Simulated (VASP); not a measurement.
Wanted: the native input for a VASP 6.6.1 run.

```yaml
Task: single point
Functional: PBE
Potentials_or_basis: VASP PAW PBE potentials, release 64 (Ti_sv, Al)
Cutoff: 520 eV
k_mesh: 1 × 1 × 1, shifted
Occupations: fermi-dirac, width 0.05 eV
Spin: no spin polarisation
Dipole_correction: no
Further_INCAR_settings: LREAL = Auto; ALGO = Normal; EDIFF = 1e-06; NBANDS = 118; ISYM = 0
```

The structure of Ti4Al lies in POSCAR:

```
Ti4Al
1.0
    7.4031320000      0.0101080000     -0.1346870000
    0.0101080000      7.0902150000     -0.0499130000
   -0.1346870000     -0.0499130000      7.0297780000
Ti Al
16 4
Direct
    0.8453515727      0.9785268214      0.3667854200
    0.4939781890      0.8817924184      0.5583307674
    0.4197666806      0.1960953291      0.8418056475
    0.0085101320      0.3709211575      0.3942615246
    0.6421670277      0.2365991472      0.1622191944
    0.2931968103      0.4744637345      0.1169939801
    0.3848877578      0.4710588989      0.5430913096
    0.9667676542      0.7320843732      0.0678719246
    0.7145194955      0.2372621573      0.5710750686
    0.7210093258      0.9735573828      0.8732017928
    0.8505145887      0.7052565889      0.6425750188
    0.2920800796      0.1460370701      0.3830178617
    0.4109521236      0.8792641443      0.1184406705
    0.0949325188      0.0546201669      0.6972392916
    0.5856368631      0.5923488012      0.8842981354
    0.2530223291      0.7178953035      0.8019273335
    0.9910499291      0.4062437924      0.8440959854
    0.1613559513      0.7794776645      0.4022241695
    0.6334716780      0.6096629464      0.2858473634
    0.0477830708      0.1270614632      0.0705243860
```

These files were run (other wordings do the same):

INCAR

```
ALGO     = Normal         # electronic algorithm
EDIFF    = 1E-6           # SCF threshold, eV
ENCUT    = 520            # plane-wave cutoff, eV
GGA      = PE             # functional
ISIF     = 2              # what is computed and relaxed
ISMEAR   = -1             # smearing method
ISYM     = 0            
LASPH    = T              # aspherical terms in the spheres
LCHARG   = F              # write CHGCAR
LREAL    = Auto         
LWAVE    = F              # write WAVECAR
NBANDS   = 118            # bands
NELM     = 60             # most SCF steps
PREC     = Accurate       # precision mode
SIGMA    = 0.05           # smearing width, eV
```

KPOINTS

```
Automatic mesh
0
Gamma
  1 1 1
  0.25 0.25 0.25
```

Potentials or basis: VASP PAW PBE potentials, release 64 (Ti_sv, Al).

The run is started by

```console
$ cat potpaw_PBE.64/Ti_sv/POTCAR potpaw_PBE.64/Al/POTCAR > POTCAR
$ mpirun -np 1 vasp_std > vasp.out
```

It gave:

```
Pressure               : -5.4 GPa
Largest force          : 1.365 eV/Å
Band gap on the k mesh : 0.11 eV
```

Caveat: the k points lie up to 0.89 Å⁻¹ apart.

Run time: 87 s on 1 thread of Intel(R) Xeon(R) 6975P-C (Granite Rapids), with other jobs on the host, peak memory 0.38 GiB.
